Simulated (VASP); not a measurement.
Write the native input for VASP 6.6.1 that does the following.

```yaml
Task: relaxation of cell and atoms
Functional: PBEsol
Potentials_or_basis: VASP PAW PBE potentials, release 64 (Ga_d, N)
Cutoff: 600 eV
k_mesh: 4 × 4 × 4
Occupations: gaussian, width 0.01 eV
Spin: no spin polarisation
Dipole_correction: no
Further_INCAR_settings: ALGO = Normal; EDIFF = 1e-07; IBRION = 2; EDIFFG = -0.05; NSW = 80; ISIF = 3
```

The structure of GaN lies in POSCAR:

```
GaN
1.0
    3.1869310000      0.0000000000      0.0000000000
    1.5934655000      2.7599632061      0.0000000000
    1.5934655000      0.9199877354      2.6021182652
Ga N
1 1
Direct
    0.0000000000      0.0000000000      0.0000000000
    0.7500000000      0.7500000000      0.7500000000
```

The input as run:

INCAR

```
SYSTEM = GaN
PREC = Accurate ; ENCUT = 600
EDIFF = 1E-7 ; ISMEAR = 0
SIGMA = 0.01 ; LREAL = .FALSE.
LASPH = .TRUE. ; NELM = 80
ALGO = Normal ; ISIF = 3
LWAVE = .FALSE. ; LCHARG = .FALSE.
GGA = PS ; IBRION = 2
NSW = 80 ; EDIFFG = -0.05
```

KPOINTS

```
regular mesh
0
G
  4 4 4
  0 0 0
```

Potentials or basis: VASP PAW PBE potentials, release 64 (Ga_d, N).

Launch:

```sh
$ cat potpaw_PBE.64/Ga_d/POTCAR potpaw_PBE.64/N/POTCAR > POTCAR
$ mpirun -np 1 vasp_std > vasp.out
```

Results of the run:

| Property | Result |
| --- | --- |
| Relaxed volume | 11.35 Å³/atom |
| Relaxed cell | a = 3.178 Å, b = 3.178 Å, c = 3.178 Å, α = 60.00°, β = 60.00°, γ = 60.00° |
| Space group after relaxing (to 0.05 Å) | F-43m (No. 216) |
| Energy gained by relaxing | 0.5 meV/atom |
| Ionic steps | 3 |
| Pressure after relaxing | 0.0 GPa |
| Band gap on the k mesh | 1.71 eV, direct |

Caveat: the k points lie up to 0.61 Å⁻¹ apart in the final cell; the PAW data sets were made with another functional, which shifts forces and pressure a little.

It took 8 s on 1 thread of AMD EPYC 9R45 96-Core Processor (Zen 5), with other jobs on the host, peak memory 0.13 GiB.
